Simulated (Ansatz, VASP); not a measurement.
# Two plane-wave programs on Cs

The input INCAR:

```
SYSTEM = Cs
PREC = Accurate
ENCUT = 520
EDIFF = 1E-7
ISMEAR = -1
SIGMA = 0.1
LREAL = .FALSE.
LASPH = .TRUE.
NELM = 100
ALGO = Normal
ISIF = 2
LWAVE = .FALSE.
LCHARG = .FALSE.
GGA = PS
NBANDS = 10
```

KPOINTS

```
Automatic mesh
0
G
  7 7 7
  0 0 0
```

POSCAR

```
Cs
1.0
    5.1121105002      0.0000000000      0.0000000000
    0.0000000000      5.1121105002      0.0000000000
    0.0000000000      0.0000000000      5.1121105002
Cs
1
Direct
    0.0000000000      0.0000000000      0.0000000000
```

Input for Ansatz:

```yaml
crystal:
  lattice:
    - [5.1121105002, 0.0, 0.0]
    - [0.0, 5.1121105002, 0.0]
    - [0.0, 0.0, 5.1121105002]
  atoms:
    - { symbol: Cs, position: [0.0, 0.0, 0.0] }
hamiltonian:
  xc: pbesol
  pseudopotentials:
    kind: paw
    azcp:
      Cs: "pseudopotentials/Cs.paw.azcp"
basis:
  ecutwfc: 420
  fft_grid_basis: typed
kpoints:
  mp_grid: { grid: [7, 7, 7], shift: [0, 0, 0] }
magnetization:
  spin_polarized: false
scf:
  occupations: { method: fermi_dirac, width: 0.1 }
  lower_state_search: "off"
output:
  stress: true
```

Alike in both runs: task single point; functional PBEsol; k mesh 7 × 7 × 7; occupations fermi-dirac, width 0.1 eV; no spin polarisation.

|  | VASP | Ansatz |
| --- | --- | --- |
| version | VASP 6.6.1 | Ansatz 0.2.0 |
| potentials or method | VASP PAW PBE potentials, release 64 (Cs_sv), cutoff 520 eV | plane waves (420 eV) with PAW, scalar-relativistic |
| valence electrons in the cell | 9 | 9 |

|  | VASP | Ansatz | Ansatz less VASP |
| --- | --- | --- | --- |
| pressure (GPa) | -0.2 | -0.2 | 0.00 |

VASP's potentials were made for PBE, not for PBEsol, and Ansatz warns of the same on its side.

Spin-orbit coupling is off throughout.
